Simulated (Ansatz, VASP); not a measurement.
**SiC in VASP and in Ansatz**

Contents of POSCAR:

```
SiC
1.0
    3.0760000000      0.0000000000      0.0000000000
   -1.5380000000      2.6638941420      0.0000000000
    0.0000000000      0.0000000000      5.0480000000
Si C
2 2
Direct
    0.6666666667      0.3333333333      0.5000000000
    0.3333333333      0.6666666667      0.0000000000
    0.6666666667      0.3333333333      0.8850000000
    0.3333333333      0.6666666667      0.3850000000
```

INCAR.step1

```
PREC = Accurate ; ENCUT = 520
EDIFF = 1E-5 ; ISMEAR = -1
SIGMA = 0.05 ; LREAL = False
LASPH = True ; NELM = 80
ALGO = Normal ; ISIF = 2
LWAVE = True ; LCHARG = False
GGA = PE ; NBANDS = 16
```

File INCAR.step2:

```
PREC = Accurate ; ENCUT = 520
EDIFF = 1E-6 ; ISMEAR = -1
SIGMA = 0.05 ; LREAL = False
LASPH = True ; NELM = 80
ALGO = Normal ; ISIF = 2
LWAVE = False ; LCHARG = False
METAGGA = R2SCAN ; LHFCALC = True
AEXX = 0.25 ; LMIXTAU = True
PRECFOCK = Normal ; ISTART = 1
NBANDS = 16
```

File KPOINTS:

```
regular mesh
0
Gamma
  6 6 3
```

input.yaml

```yaml
crystal:
  lattice:
    - [3.076, 0.0, 0.0]
    - [-1.538, 2.663894142, 0.0]
    - [0.0, 0.0, 5.048]
  atoms:
    - { symbol: Si, position: [0.6666666667, 0.3333333333, 0.5] }
    - { symbol: Si, position: [0.3333333333, 0.6666666667, 0.0] }
    - { symbol: C, position: [0.6666666667, 0.3333333333, 0.885] }
    - { symbol: C, position: [0.3333333333, 0.6666666667, 0.385] }
hamiltonian:
  xc: r2scan0
  pseudopotentials: { kind: paw }
kpoints:
  mp_grid: { grid: [6, 6, 3] }
scf:
  occupations: { method: fermi_dirac, width: 0.05 }
  n_extra_bands: 10
output:
  forces: true
  stress: true
  eigenvalues: true
  dos: { projected: true, de: 0.05 }
```

Alike in both runs: functional r2SCAN0; k mesh 6 × 6 × 3; occupations fermi-dirac, width 0.05 eV; no spin polarisation.

|  | VASP | Ansatz |
| --- | --- | --- |
| version | VASP 6.6.1 | Ansatz 0.2.0 |
| potentials or method | VASP PAW PBE potentials, release 64 (Si, C) | Ansatz PAW |
| plane-wave cutoff (eV) | 520 | 500 |
| valence electrons in the cell | 16 | 16 |
| task | single point | projected density of states |

|  | VASP | Ansatz | Ansatz less VASP |
| --- | --- | --- | --- |
| gap on the k mesh at the Fermi level (eV) | 4.16 | 4.13 | -0.034 |
| least direct gap on the mesh (eV) | 6.26 | 6.23 | -0.033 |
| pressure (GPa) | -3.5 | -3.0 | +0.48 |
| traceless stress, the component that is largest in VASP (GPa) | -2.79 | -2.90 | -0.113 |
| rms of the force components (eV/Å) | 0.450 | 0.450 | +0.0007 |

VASP's potentials were made for PBE, not for r2SCAN0. Atom by atom the forces differ by 0.001 eV/Å (rms over components).

Noted on Ansatz's run: odd divisions of the mesh miss points on the zone boundary, where band edges often lie, so the gap on the mesh can be too wide.
